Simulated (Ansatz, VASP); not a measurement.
## LiF in VASP and in Ansatz

Contents of INCAR:

```
SYSTEM = LiF
ALGO = Normal
EDIFF = 1E-6
EDIFFG = -0.04
ENCUT = 600
GGA = PE
IBRION = 2
ISIF = 3
ISMEAR = 0
LASPH = .TRUE.
LCHARG = .FALSE.
LREAL = .FALSE.
LWAVE = .FALSE.
NELM = 100
NSW = 90
PREC = Accurate
SIGMA = 0.1
```

Contents of KPOINTS:

```
k-points
0
G
  6 6 4
  0 0 0
```

POSCAR

```
LiF
1.0
    2.8430436600      0.0000000000      0.0000000000
   -1.4215218300      2.4621480400      0.0000000000
    0.0000000000      0.0000000000      6.2263572400
Li F
3 3
Direct
    0.0000000000      0.5000000000      0.1666666700
    0.5000000000      0.5000000000      0.8333333300
    0.5000000000      0.0000000000      0.5000000000
    0.5000000000      0.5000000000      0.3333333300
    0.5000000000      0.0000000000      0.0000000000
    0.0000000000      0.5000000000      0.6666666700
```

Input for Ansatz:

```yaml
crystal:
  lattice:
    - [2.84304366, 0.0, 0.0]
    - [-1.42152183, 2.46214804, 0.0]
    - [0.0, 0.0, 6.22635724]
  atoms:
    - { symbol: Li, position: [0.0, 0.5, 0.16666667] }
    - { symbol: Li, position: [0.5, 0.5, 0.83333333] }
    - { symbol: Li, position: [0.5, 0.0, 0.5] }
    - { symbol: F, position: [0.5, 0.5, 0.33333333] }
    - { symbol: F, position: [0.5, 0.0, 0.0] }
    - { symbol: F, position: [0.0, 0.5, 0.66666667] }
basis:
  ecutwfc: 420
kpoints:
  mp_grid: { grid: [6, 6, 4] }
hamiltonian:
  xc: pbe
scf:
  occupations: { method: gaussian, width: 0.1 }
  lower_state_search: "off"
output:
  forces: true
  stress: true
  eigenvalues: true
relax:
  adjacent_minimum: "off"
  f_tol: 0.04
  max_steps: 70
  cell: { stress_tol: 0.4 }
```

Alike in both runs: task relaxation of cell and atoms; functional PBE; k mesh 6 × 6 × 4; occupations gaussian, width 0.1 eV; no spin polarisation.

|  | VASP | Ansatz |
| --- | --- | --- |
| version | VASP 6.6.1 | Ansatz 0.2.0 |
| potentials or method | VASP PAW PBE potentials, release 64 (Li_sv, F), cutoff 600 eV | scalar-relativistic, plane waves, PAW |
| valence electrons in the cell | 30 | 30 |

|  | VASP | Ansatz | Ansatz less VASP |
| --- | --- | --- | --- |
| gap on the k mesh at the Fermi level, each at its own relaxed structure (eV) | 7.89 | 7.81 | -0.084 |
| relaxed volume (Å³/atom) | 9.24 | 9.33 | +0.098 |
| relaxed length of the cell vector where the two differ most in proportion (Å) | 7.267 | 7.349 | +0.0819 |

The k mesh is coarse, so the values compare programs but aren't converged. Noted on VASP's run: the cutoff is under 1.25 times that of the potentials, so the pressure is a little rough; the volume moved by over 15 % at a fixed basis, so the end points are rough.
